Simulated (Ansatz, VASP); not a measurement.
**One calculation of Hf, two programs**

File INCAR:

```
SYSTEM = Hf
  ALGO = Fast
  EDIFF = 1E-7
  ENCUT = 520
  GGA = PS
  ISIF = 2
  ISMEAR = 0
  LASPH = .True.
  LCHARG = .False.
  LREAL = .False.
  LWAVE = .False.
  NBANDS = 11
  NELM = 80
  PREC = Accurate
  SIGMA = 0.15
```

KPOINTS

```
k-points
0
Gamma
  20 20 20
  0 0 0
```

File POSCAR:

```
Hf
1.0
    0.0000000000      2.3435811662      1.9920439913
    2.3435811662      0.0000000000      1.9920439913
    2.3435811662      2.3435811662      0.0000000000
Hf
1
Direct
    0.0000000000      0.0000000000      0.0000000000
```

Input for Ansatz:

```yaml
crystal:
  lattice:
    - [0.0, 2.3435811662, 1.9920439913]
    - [2.3435811662, 0.0, 1.9920439913]
    - [2.3435811662, 2.3435811662, 0.0]
  atoms:
    - { symbol: Hf, position: [0.0, 0.0, 0.0] }
basis:
  ecutwfc: 420
kpoints:
  mp_grid: { grid: [20, 20, 20] }
hamiltonian:
  xc: pbesol
scf:
  occupations: { method: gaussian, width: 0.15 }
output:
  forces: true
  stress: true
  eigenvalues: true
```

Alike in both runs: task single point; functional PBEsol; k mesh 20 × 20 × 20; occupations gaussian, width 0.15 eV; no spin polarisation.

```csv
,VASP,Ansatz
version,VASP 6.6.1,Ansatz 0.2.0
potentials or method,"VASP PAW PBE potentials, release 64 (Hf_pv), cutoff 520 eV","scalar-relativistic, plane waves, PAW"
valence electrons in the cell,10,26
```

Ansatz gave:

```
gap on the k mesh at the Fermi level (eV)                     : none
pressure (GPa)                                                : -1.8
traceless stress, the component that is largest in VASP (GPa) : 3.39
```

Q: What did VASP give for the same quantities?

A: gap on the k mesh at the Fermi level (eV): none; pressure (GPa): -2.1; traceless stress, the component that is largest in VASP (GPa): 3.48.

VASP's potentials were made for PBE, not for PBEsol. A gap of «none» marks a metal or a gap that the smearing closes. VASP's potentials hold 10 valence electrons a cell and Ansatz's 26, so a difference there can come from the potentials and not from the codes.

Spin-orbit coupling is off throughout.
